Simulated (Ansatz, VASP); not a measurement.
TaC in VASP and in Ansatz

```
CELL_PARAMETERS angstrom
0.00000 2.22300 2.22300
2.22300 0.00000 2.22300
2.22300 2.22300 0.00000
ATOMIC_POSITIONS crystal
Ta 0.00000 0.00000 0.00000
C 0.50000 0.50000 0.50000
```

Alike in both runs: task single point; functional PBEsol; dispersion D3(BJ); k mesh 3 × 3 × 3; occupations fermi-dirac, width 0.1 eV; no spin polarisation.

|  | VASP | Ansatz |
| --- | --- | --- |
| version | VASP 6.6.1 | Ansatz 0.2.0 |
| potentials or method | VASP PAW PBE potentials, release 64 (Ta_pv, C), cutoff 600 eV | plane waves, PAW |
| valence electrons in the cell | 15 | 17 |

```tsv
	VASP	Ansatz	Ansatz less VASP
pressure (GPa)	-2.9	-3.8	-0.89
```

VASP's potentials were made for PBE, not for PBEsol. VASP's potentials hold 15 valence electrons a cell and Ansatz's 17, so a difference there can come from the potentials and not from the codes.

The k mesh is coarse, so the values compare programs but aren't converged. Spin-orbit coupling is off throughout.
